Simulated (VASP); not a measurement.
# CoC (rocksalt type) (Fm-3m) in VASP: single point with PBEsol

Aim: the single point of CoC (rocksalt type) with PBEsol.

All numbers are computed with VASP 6.6.1; they aren't measurements. Logs are shortened: lines on timing, memory, paths and dates and some standing lists are left out, and cuts for length are marked.

### Step 1. The cell of the first run

The structure is cubic, space group Fm-3m (No. 225). The conventional cell has a = 3.936 Å, b = 3.936 Å, c = 3.936 Å, α = 90.00°, β = 90.00°, γ = 90.00°. Co (site symmetry m-3m) has 6 C at 1.97 Å within 2.6 Å. Within 2.6 Å of C (site symmetry m-3m) lie 6 Co at 1.97 Å.

### Step 2. Single point, PBEsol, collinear spin, ferromagnetic start

The input, INCAR:

```
SYSTEM = CoC
PREC = Accurate
ENCUT = 1300
EDIFF = 1E-6
ISMEAR = -1
SIGMA = 0.05
LREAL = .False.
LASPH = .True.
NELM = 200
ALGO = Normal
ISIF = 2
LWAVE = .False.
LCHARG = .False.
ISPIN = 2
MAGMOM = 1.7 0
LORBIT = 11
LMAXMIX = 4
GGA = PS
NBANDS = 22
GGA_COMPAT = .False.
```

The input, KPOINTS:

```
regular mesh
0
Gamma
  15 15 15
  0 0 0
```

The input, POSCAR:

```
CoC
1.0
    0.0000000000      1.9678756358      1.9678756358
    1.9678756358      0.0000000000      1.9678756358
    1.9678756358      1.9678756358      0.0000000000
Co C
1 1
Direct
    0.0000000000      0.0000000000      0.0000000000
    0.5000000000      0.5000000000      0.5000000000
```

Potentials or basis: VASP PAW PBE potentials, release 64 (Co_sv, C_h).

Launch:

```
> cat potpaw_PBE.64/Co_sv/POTCAR potpaw_PBE.64/C_h/POTCAR > POTCAR
> mpirun -np 1 vasp_std > vasp.out
```

OUTCAR:

```text
SYSTEM = CoC
   PREC = Accurate
   ENCUT = 1300
   EDIFF = 1E-6
   ISMEAR = -1
   LREAL = .False.
   LASPH = .True.
   NELM = 200
   ISIF = 2
   ISPIN = 2
   LORBIT = 11
   GGA = PS

 ion  position               nearest neighbor table
   1  0.000  0.000  0.000-   2 1.97   2 1.97   2 1.97   2 1.97   2 1.97   2 1.97
   2  0.500  0.500  0.500-   1 1.97   1 1.97   1 1.97   1 1.97   1 1.97   1 1.97

  LATTYP: Found a face centered cubic cell.
 ALAT       =     3.9357512716

  Lattice vectors:

 A1 = (   0.0000000000,   1.9678756358,   1.9678756358)
 A2 = (   1.9678756358,   0.0000000000,   1.9678756358)
 A3 = (   1.9678756358,   1.9678756358,   0.0000000000)

Analysis of symmetry for initial positions (statically):
=====================================================================
 Subroutine PRICEL returns:
 Original cell was already a primitive cell.

 Routine SETGRP: Setting up the symmetry group for a
 face centered cubic supercell.

 Subroutine GETGRP returns: Found 48 space group operations
 (whereof 48 operations were pure point group operations)
 out of a pool of 48 trial point group operations.

The static configuration has the point symmetry O_h .

Analysis of symmetry for dynamics (positions and initial velocities):
=====================================================================
 Subroutine PRICEL returns:
 Original cell was already a primitive cell.

 Routine SETGRP: Setting up the symmetry group for a
 face centered cubic supercell.

 Subroutine GETGRP returns: Found 48 space group operations
 (whereof 48 operations were pure point group operations)
 out of a pool of 48 trial point group operations.

The dynamic configuration has the point symmetry O_h .

Analysis of structural, dynamic, and magnetic symmetry:
=====================================================================
 Subroutine PRICEL returns:
 Original cell was already a primitive cell.

 Routine SETGRP: Setting up the symmetry group for a
 face centered cubic supercell.

 Subroutine GETGRP returns: Found 48 space group operations
 (whereof 48 operations were pure point group operations)
 out of a pool of 48 trial point group operations.

The overall configuration has the point symmetry O_h .

 Subroutine INISYM returns: Found 48 space group operations
 (whereof 48 operations are pure point group operations),
 and found     1 'primitive' translations

----------------------------------------------------------------------------------------

                                     Primitive cell

  volume of cell :      15.2413

  direct lattice vectors                    reciprocal lattice vectors
     0.000000000  1.967875636  1.967875636    -0.254081097  0.254081097  0.254081097
     1.967875636  0.000000000  1.967875636     0.254081097 -0.254081097  0.254081097
     1.967875636  1.967875636  0.000000000     0.254081097  0.254081097 -0.254081097

  length of vectors
     2.782996413  2.782996413  2.782996413     0.440081369  0.440081369  0.440081369

  position of ions in fractional coordinates (direct lattice)
     0.000000000  0.000000000  0.000000000
     0.500000000  0.500000000  0.500000000

  ion indices of the primitive-cell ions
   primitive index   ion index
                 1           1
                 2           2

----------------------------------------------------------------------------------------

 KPOINTS: regular mesh

Automatic generation of k-mesh.
 Grid dimensions read from file:
 generate k-points for:   15   15   15

 Generating k-lattice:

  Cartesian coordinates                     Fractional coordinates (reciprocal lattice)
    -0.016938740  0.016938740  0.016938740     0.066666667  0.000000000  0.000000000
     0.016938740 -0.016938740  0.016938740     0.000000000  0.066666667  0.000000000
     0.016938740  0.016938740 -0.016938740     0.000000000  0.000000000  0.066666667

  Length of vectors
     0.029338758  0.029338758  0.029338758

  Shift w.r.t. Gamma in fractional coordinates (k-lattice)
     0.000000000  0.000000000  0.000000000

 Subroutine IBZKPT returns following result:
 ===========================================

 Found    120 irreducible k-points:

 Following reciprocal coordinates:
            Coordinates               Weight
  0.000000  0.000000  0.000000      1.000000
  0.066667  0.000000  0.000000      8.000000
  0.133333  0.000000  0.000000      8.000000
  0.200000  0.000000  0.000000      8.000000
  0.266667  0.000000  0.000000      8.000000
  0.333333  0.000000  0.000000      8.000000
[... 16 lines left out ...]
  0.133333  0.133333  0.000000      6.000000
  0.200000  0.133333  0.000000     24.000000
 [... further k-points ...]
   k-points           NKPTS =    120   k-points in BZ     NKDIM =    120   number of bands    NBANDS=     22
   number of dos      NEDOS =    301   number of ions     NIONS =      2
   total plane-waves  NPLWV =  46656
   dimension x,y,z NGX =    36 NGY =   36 NGZ =   36
   dimension x,y,z NGXF=    72 NGYF=   72 NGZF=   72
   ions per type =               1   1
   NGX,Y,Z   is equivalent  to a cutoff of  21.51, 21.51, 21.51 a.u.
   NGXF,Y,Z  is equivalent  to a cutoff of  43.01, 43.01, 43.01 a.u.
 SYSTEM =  CoC
   PREC   = accura    normal or accurate (medium, high low for compatibility)
   ISTART =      0    job   : 0-new  1-cont  2-samecut
   ICHARG =      2    charge: 1-file 2-atom 10-const
   ISPIN  =      2    spin polarized calculation?
   LNONCOLLINEAR =      F non collinear calculations
   LSORBIT =      F    spin-orbit coupling
   LASPH  =      T    aspherical Exc in radial PAW
   ENCUT  = 1300.0 eV  95.55 Ry    9.77 a.u.   8.18  8.18  8.18*2*pi/ulx,y,z
   NELM   =    200;   NELMIN=  2; NELMDL= -5     # of ELM steps
   EDIFF  = 0.1E-05   stopping-criterion for ELM
   LREAL  =      F    real-space projection
   EDIFFG = 0.1E-04   stopping-criterion for IOM
   NSW    =      0    number of steps for IOM
   IBRION =     -1    ionic relax: 0-MD 1-quasi-New 2-CG
   NFREE  =      0    steps in history (QN), initial steepest desc. (CG)
   ISIF   =      2    stress and relaxation
   ISYM   =      2    0-nonsym 1-usesym 2-fastsym
   POTIM  = 0.5000    time-step for ionic-motion
   TEBEG  =    0.0;   TEEND  =   0.0 temperature during run
   PSTRESS=    0.0 pullay stress
   NELECT =      21.0000    total number of electrons
   NUPDOWN=      -1.0000    fix difference up-down
   EMIN   =  10.00;   EMAX   =-10.00  energy-range for DOS
   EFERMI =   0.00;   METHOD = LEGACY
   ISMEAR =    -1;   SIGMA  =   0.05  broadening in eV -4-tet -1-fermi 0-gaus
   EFERMI_NEDOS =   21; number of points for ismear=-14 and -15
   IALGO  =     38    algorithm
   IMIX   =      4    mixing-type and parameters
     AMIX     =   0.40;   BMIX     =  1.00
     AMIX_MAG =   1.60;   BMIX_MAG =  1.00
  volume/ion in A,a.u.               =       7.62        51.43
  Fermi-wavevector in a.u.,A,eV,Ry     =   1.821686  3.442488 45.151496  3.318541
  Thomas-Fermi vector in A             =   2.877999
   LORBIT       =     11    0 simple, 1 ext, 2 COOP (PROOUT), +10 PAW based schemes
   GGA     = PS    functional components
   LHFCALC =     F    Hartree Fock is set to
   AEXX    =    0.0000 exact exchange contribution
   IVDW    =     0    specifies the selected vdW correction
   LEPSILON=     F    determine dielectric tensor
   LRPA    =     F    only Hartree local field effects (RPA)
 spin polarized calculation
  energy-cutoff  :     1300.00
  volume of cell :       15.24
 maximum number of plane-waves:      1640
 NGX is ok and might be reduce to    36
   NGX = 17   NGY = 17   NGZ = 17

 number of electron      20.9999998 magnetization       0.1046307

 Free energy of the ion-electron system (eV)
  ---------------------------------------------------
  ext. energy  EPLUGINS =         0.00000000
  ---------------------------------------------------
  free energy    TOTEN  =       -16.07317489 eV

  energy without entropy =      -16.05548915  energy(sigma->0) =      -16.06433202

 E-fermi :  13.2923     XC(G=0): -14.5180

 val. band max:       13.2879541977   @ k =  -0.3333   0.2667   0.0667
 cond. band min:      13.2954132241   @ k =  -0.4667   0.3333   0.1333
 fundamental gap:      0.0074590264
 Fermi energy:        13.2923170166

 spin component 1

 k-point     1 :       0.0000    0.0000    0.0000
  band No.  band energies     occupation
      1     -82.1280      1.00000
      2     -45.5222      1.00000
      3     -45.5222      1.00000
      4     -45.5222      1.00000
      5      -2.8133      1.00000
      6      10.4943      1.00000
[... 14 lines left out ...]
     21      39.7844      0.00000
     22      40.7083      0.00000
[... 552 lines left out ...]
  band No.  band energies     occupation
      1     -82.1232      1.00000
      2     -45.5535      1.00000
      3     -45.5329      1.00000
      4     -45.5316      1.00000
      5      -1.8225      1.00000
      6       8.6896      1.00000
[... 14 lines left out ...]
     21      42.9725      0.00000
     22      44.1656      0.00000

 [... further k-points ...]

 spin component 2

 k-point     1 :       0.0000    0.0000    0.0000
  band No.  band energies     occupation
      1     -82.0262      1.00000
      2     -45.4229      1.00000
      3     -45.4229      1.00000
      4     -45.4229      1.00000
      5      -2.7928      1.00000
      6      10.5912      1.00000
[... 14 lines left out ...]
     21      39.8253      0.00000
     22      40.7348      0.00000
[... 552 lines left out ...]
  band No.  band energies     occupation
      1     -82.0214      1.00000
      2     -45.4544      1.00000
      3     -45.4336      1.00000
      4     -45.4324      1.00000
      5      -1.8016      1.00000
      6       8.7341      1.00000
[... 14 lines left out ...]
     21      43.0121      0.00000
     22      44.2028      0.00000

 [... further k-points ...]

------------------------ aborting loop because EDIFF is reached ----------------------------------------

  FORCE on cell =-STRESS in cart. coord.  units (eV):
  Direction    XX          YY          ZZ          XY          YZ          ZX
  --------------------------------------------------------------------------------------
  -------------------------------------------------------------------------------------
  Total        0.5718126      0.5718126      0.5718126      0.0000000     -0.0000000      0.0000000
  in kB       60.1092619     60.1092619     60.1092619      0.0000000     -0.0000000      0.0000000
  external PRESSURE =      60.1092619 kB  Pullay stress =       0.0000000 kB

 VOLUME and BASIS-vectors are now :
 -----------------------------------------------------------------------------
  energy-cutoff  :     1300.00
  volume of cell :       15.24
      direct lattice vectors                 reciprocal lattice vectors
     0.000000000  1.967875636  1.967875636    -0.254081097  0.254081097  0.254081097
     1.967875636  0.000000000  1.967875636     0.254081097 -0.254081097  0.254081097
     1.967875636  1.967875636  0.000000000     0.254081097  0.254081097 -0.254081097

 POSITION                                       TOTAL-FORCE (eV/Angst)
 -----------------------------------------------------------------------------------
      0.00000      0.00000      0.00000        -0.000000      0.000000     -0.000000
      1.96788      1.96788      1.96788         0.000000      0.000000      0.000000
 -----------------------------------------------------------------------------------
    total drift:                               -0.000000      0.000000      0.000000

  FREE ENERGIE OF THE ION-ELECTRON SYSTEM (eV)
  ---------------------------------------------------
  free  energy   TOTEN  =       -16.0731748948 eV

  energy  without entropy=      -16.0554891468  energy(sigma->0) =      -16.06433202

 total charge

# of ion       s       p       d       tot
------------------------------------------
    1        2.227   6.167   6.831  15.225
    2        0.485   0.880   0.000   1.365
--------------------------------------------------
tot          2.712   7.047   6.831  16.590

 magnetization (x)

# of ion       s       p       d       tot
------------------------------------------
    1        0.004   0.001   0.084   0.088
    2        0.000   0.006   0.000   0.006
--------------------------------------------------
tot          0.004   0.007   0.084   0.095
```

It took 3.4 min on 1 thread of Intel Xeon 6975P-C (Granite Rapids), shared host; peak memory 0.41 GiB.

Results:

```yaml
Free_energy: -16.0732 eV
Pressure: 6.0 GPa
Net_moment: 0.10 μB per cell
Site_moments: Co +0.09; C +0.01 μB
Valence_electrons_inside_the_program's_atomic_spheres: Co 15.22; C 1.36
```

Caveat: the cell stands under pressure; the PAW data sets were made with another functional, which shifts forces and pressure a little.
